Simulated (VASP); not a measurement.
# Mg2CdTe3 (P3m1) in VASP: a series of runs, part 2 of 2

VASP 6.6.1. The steps go on from the part before.

### Step 3. Single point, PBE

This run uses another cell than the first one, of 26.95 Å³/atom.

INCAR reads:

```
SYSTEM = Mg2CdTe3
PREC     = Accurate       ! precision mode
ENCUT    = 520            ! plane-wave cutoff, eV
EDIFF    = 1E-6           ! SCF threshold, eV
ISMEAR   = 0              ! smearing method
SIGMA    = 0.1            ! smearing width, eV
LREAL    = .FALSE.        ! projectors in reciprocal space
LASPH    = .TRUE.         ! aspherical terms in the spheres
NELM     = 60             ! most SCF steps
ALGO     = Normal         ! electronic algorithm
ISIF     = 2              ! what is computed and relaxed
LWAVE    = .FALSE.        ! write WAVECAR
LCHARG   = .FALSE.        ! write CHGCAR
GGA      = PE             ! functional
NBANDS   = 26             ! bands
```

KPOINTS reads:

```
Automatic mesh
0
G
  6 6 2
  0 0 0
```

POSCAR reads:

```
Mg2CdTe3
1.0
    4.2399877000      0.0000000000      0.0000000000
   -2.1199938500      3.6719370600      0.0000000000
    0.0000000000      0.0000000000     10.3858063900
Mg Cd Te
2 1 3
Direct
    0.0000000000      0.0000000000      0.0000000000
    0.3333333300      0.6666666700      0.6666666700
    0.6666666700      0.3333333300      0.3333333300
    0.6666666700      0.3333333300      0.0833333300
    0.3333333300      0.6666666700      0.4166666700
    0.0000000000      0.0000000000      0.7500000000
```

Potentials or basis: VASP PAW PBE potentials, release 64 (Mg, Cd, Te).

The run is started by

```
$ cat potpaw_PBE.64/Mg/POTCAR potpaw_PBE.64/Cd/POTCAR potpaw_PBE.64/Te/POTCAR > POTCAR
$ mpirun -np 1 vasp_std > vasp.out
```

OUTCAR:

```text
SYSTEM = Mg2CdTe3
   PREC = Accurate
   ENCUT = 520
   EDIFF = 1E-6
   ISMEAR = 0
   LREAL = .FALSE.
   LASPH = .TRUE.
   NELM = 60
   ISIF = 2
   GGA = PE

 ion  position               nearest neighbor table
   1  0.000  0.000  0.000-   4 2.60   4 2.60   4 2.60   6 2.60
   2  0.333  0.667  0.667-   6 2.60   6 2.60   6 2.60   5 2.60
   3  0.667  0.333  0.333-   5 2.60   5 2.60   4 2.60   5 2.60
   4  0.667  0.333  0.083-   1 2.60   1 2.60   1 2.60   3 2.60
   5  0.333  0.667  0.417-   3 2.60   3 2.60   2 2.60   3 2.60
   6  0.000  0.000  0.750-   2 2.60   2 2.60   2 2.60   1 2.60

  LATTYP: Found a hexagonal cell.
 ALAT       =     4.2399877000
 C/A-ratio  =     2.4494897450

  Lattice vectors:

 A1 = (   4.2399877000,   0.0000000000,   0.0000000000)
 A2 = (  -2.1199938500,   3.6719370600,   0.0000000000)
 A3 = (   0.0000000000,   0.0000000000,  10.3858063900)

Analysis of symmetry for initial positions (statically):
=====================================================================
 Subroutine PRICEL returns:
 Original cell was already a primitive cell.

 Routine SETGRP: Setting up the symmetry group for a
 hexagonal supercell.

 Subroutine GETGRP returns: Found  6 space group operations
 (whereof  6 operations were pure point group operations)
 out of a pool of 24 trial point group operations.

The static configuration has the point symmetry C_3v.

Analysis of symmetry for dynamics (positions and initial velocities):
=====================================================================
 Subroutine PRICEL returns:
 Original cell was already a primitive cell.

 Routine SETGRP: Setting up the symmetry group for a
 hexagonal supercell.

 Subroutine GETGRP returns: Found  6 space group operations
 (whereof  6 operations were pure point group operations)
 out of a pool of 24 trial point group operations.

The dynamic configuration has the point symmetry C_3v.

[... 116 lines left out ...]
  volume/ion in A,a.u.               =      26.95       181.86
  Fermi-wavevector in a.u.,A,eV,Ry     =   0.973497  1.839642 12.894183  0.947696
  Thomas-Fermi vector in A             =   2.103881
   LORBIT       =      0    0 simple, 1 ext, 2 COOP (PROOUT), +10 PAW based schemes
   GGA     = PE    functional components
   LHFCALC =     F    Hartree Fock is set to
   AEXX    =    0.0000 exact exchange contribution
   IVDW    =     0    specifies the selected vdW correction
   LEPSILON=     F    determine dielectric tensor
   LRPA    =     F    only Hartree local field effects (RPA)
 non-spin polarized calculation
 Gauss-broadening in eV      SIGMA  =   0.10
  energy-cutoff  :      520.00
  volume of cell :      161.70
 maximum number of plane-waves:      4392
 NGX is ok and might be reduce to    32
   NGX = 15   NGY = 15   NGZ = 39

 number of electron      34.0000002 magnetization

 Free energy of the ion-electron system (eV)
  ---------------------------------------------------
  ext. energy  EPLUGINS =         0.00000000
  ---------------------------------------------------
  free energy    TOTEN  =       -15.60269072 eV

  energy without entropy =      -15.60269072  energy(sigma->0) =      -15.60269072

 E-fermi :   4.6966     XC(G=0):  -9.0315

 val. band max:        4.2786192139   @ k =   0.0000   0.0000   0.0000
 cond. band min:       6.3284888286   @ k =   0.5000   0.0000   0.0000
 fundamental gap:      2.0498696147
 Fermi energy:         4.6966259043

 k-point     1 :       0.0000    0.0000    0.0000
  band No.  band energies     occupation
      1      -7.7038      2.00000
      2      -7.1498      2.00000
      3      -6.8032      2.00000
      4      -4.6016      2.00000
      5      -4.6016      2.00000
      6      -4.2321      2.00000
[... 395 lines left out ...]
     25      11.0082      0.00000
     26      11.3465      0.00000

------------------------ aborting loop because EDIFF is reached ----------------------------------------

  FORCE on cell =-STRESS in cart. coord.  units (eV):
  Direction    XX          YY          ZZ          XY          YZ          ZX
  --------------------------------------------------------------------------------------
  -------------------------------------------------------------------------------------
  Total       16.6459679     16.6459679     16.5540842     -0.0000000      0.0000000      0.0000000
  in kB      164.9375688    164.9375688    164.0271331     -0.0000000      0.0000000      0.0000000
  external PRESSURE =     164.6340902 kB  Pullay stress =       0.0000000 kB

 VOLUME and BASIS-vectors are now :
 -----------------------------------------------------------------------------
  energy-cutoff  :      520.00
  volume of cell :      161.70
      direct lattice vectors                 reciprocal lattice vectors
     4.239987700  0.000000000  0.000000000     0.235849741  0.136167911  0.000000000
    -2.119993850  3.671937060  0.000000000     0.000000000  0.272335823  0.000000000
     0.000000000  0.000000000 10.385806390     0.000000000  0.000000000  0.096285253

 POSITION                                       TOTAL-FORCE (eV/Angst)
 -----------------------------------------------------------------------------------
      0.00000      0.00000      0.00000        -0.000000      0.000000      0.019335
     -0.00000      2.44796      6.92387        -0.000000      0.000000      0.006265
      2.11999      1.22398      3.46194        -0.000000      0.000000      0.003500
      2.11999      1.22398      0.86548         0.000000     -0.000000     -0.744126
     -0.00000      2.44796      4.32742         0.000000      0.000000      0.747354
      0.00000      0.00000      7.78935        -0.000000      0.000000     -0.032327
 -----------------------------------------------------------------------------------
    total drift:                               -0.000011      0.000006     -0.000080

  FREE ENERGIE OF THE ION-ELECTRON SYSTEM (eV)
  ---------------------------------------------------
  free  energy   TOTEN  =       -15.6026907163 eV

  energy  without entropy=      -15.6026907162  energy(sigma->0) =      -15.60269072
```

Wall time 1.7 min (1 thread of Intel Xeon 8259CL, shared host); peak memory 0.3 GiB.

Results:

```
Free energy            : -15.6027 eV
Pressure               : 16.5 GPa
Largest force          : 0.747 eV/Å
Band gap on the k mesh : 2.05 eV (least direct gap 2.37 eV)
```

Forces on the atoms (eV/Å):
```
Mg   0.000  0.000  0.019
Mg   0.000  0.000  0.006
Cd   0.000  0.000  0.004
Te   0.000  0.000 -0.744
Te   0.000  0.000  0.747
Te   0.000  0.000 -0.032
```

Levels at points of the mesh, in eV from the valence-band top:
| k point | band 13 | band 14 | band 15 | band 16 | band 17 | band 18 | band 19 | band 20 | band 21 | band 22 |
| --- | --- | --- | --- | --- | --- | --- | --- | --- | --- | --- |
| (0.00, 0.00, 0.00) | -0.82 | -0.82 | -0.20 | 0.00 | 0.00 | 2.37 | 3.20 | 3.40 | 5.04 | 5.04 |
| (0.50, 0.00, 0.00) | -2.21 | -2.11 | -1.80 | -1.47 | -1.21 | 2.05 | 2.88 | 3.57 | 3.62 | 4.98 |
| (0.00, 0.00, 0.50) | -1.05 | -0.73 | -0.73 | -0.05 | -0.05 | 2.67 | 3.48 | 3.69 | 5.15 | 5.15 |
| (0.50, 0.00, 0.50) | -2.60 | -2.03 | -1.88 | -0.97 | -0.95 | 2.55 | 2.75 | 2.97 | 4.07 | 4.19 |

Caveat: the cell stands under pressure; spin-orbit coupling is left out, which moves the levels of the heavy elements. A k mesh can miss the band edges.

### Step 4. Single point, PBE

INCAR reads:

```
PREC = Accurate
ENCUT = 520
EDIFF = 1E-6
ISMEAR = 0
SIGMA = 0.1
LREAL = F
LASPH = T
NELM = 60
ALGO = Normal
ISIF = 2
LWAVE = F
LCHARG = F
GGA = PE
NBANDS = 26
```

KPOINTS reads:

```
Automatic mesh
0
Gamma
  6 6 2
```

POSCAR reads:

```
Mg2CdTe3
1.0
    4.6197140225      0.0000000000      0.0000000000
   -2.3098570112      4.0007897017      0.0000000000
    0.0000000000      0.0000000000     11.2852921220
Mg Cd Te
2 1 3
Direct
    0.0000000000      0.0000000000     -0.0006309338
    0.3333333333      0.6666666667      0.6692483401
    0.6666666667      0.3333333333      0.3319303373
    0.6666666667      0.3333333333      0.0792434217
    0.3333333333      0.6666666667      0.4204276715
    0.0000000000      0.0000000000      0.7497811632
```

The run is started by

```
$ cat potpaw_PBE.64/Mg/POTCAR potpaw_PBE.64/Cd/POTCAR potpaw_PBE.64/Te/POTCAR > POTCAR
$ mpirun -np 1 vasp_std > vasp.out
```

Run time: 2.9 min. Hardware: 1 thread of Intel Xeon 8259CL, shared host; peak memory 0.36 GiB.

The run converged. Its results:

- Free energy: -17.6020 eV
- Pressure: 0.3 GPa
- Largest force: 0.030 eV/Å
- Band gap on the k mesh: 1.48 eV

Forces in eV/Å, atoms in the order of the input:
```
Mg   0.000  0.000 -0.003
Mg   0.000  0.000  0.002
Cd   0.000  0.000  0.014
Te   0.000  0.000 -0.030
Te   0.000  0.000  0.007
Te   0.000  0.000  0.011
```

Levels at points of the mesh, in eV from the valence-band top:
```csv
k point,band 14,band 15,band 16,band 17,band 18,band 19,band 20,band 21
"(0.00, 0.00, 0.00)",-0.56,-0.14,0.00,0.00,1.48,2.63,2.90,5.00
"(0.50, 0.00, 0.00)",-1.44,-1.28,-0.98,-0.80,2.64,2.86,3.37,3.50
"(0.00, 0.00, 0.50)",-0.49,-0.49,-0.03,-0.03,2.07,2.80,2.84,4.89
"(0.50, 0.00, 0.50)",-1.37,-1.28,-0.65,-0.63,2.43,2.99,3.20,3.98
```

Caveat: spin-orbit coupling is left out, which moves the levels of the heavy elements.

### Step 5. The runs side by side

| task | cell | k mesh | cutoff (eV) | smearing | gap on the mesh (eV) | pressure (GPa) | largest force (eV/Å) |
| --- | --- | --- | --- | --- | --- | --- | --- |
| relaxation of cell and atoms | relaxed from a = 4.620, b = 4.620, c = 11.285 Å, angles 90.0, 90.0, 120.0°, 6 atoms, atomic positions A | 6 × 6 × 4 | 600 | gaussian 0.02 eV | 1.46 | 0.0 | 0.01 |
| single point | a = 4.240, b = 4.240, c = 10.386 Å, angles 90.0, 90.0, 120.0°, 6 atoms, atomic positions B | 6 × 6 × 2 | 520 | gaussian 0.1 eV | 2.05 | 16.5 | 0.75 |
| single point | a = 4.620, b = 4.620, c = 11.285 Å, angles 90.0, 90.0, 120.0°, 6 atoms, atomic positions A | 6 × 6 × 2 | 520 | gaussian 0.1 eV | 1.48 | 0.3 | 0.03 |

Alike in all rows: level PBE; potentials or basis VASP PAW PBE potentials, release 64 (Mg, Cd, Te); no spin polarisation.

Caveats: spin-orbit coupling is left out, which moves the levels of the heavy elements; the cell stands under pressure (at least some runs).

Total energies depend on the potentials used, so only differences within one code and one set of settings carry meaning.
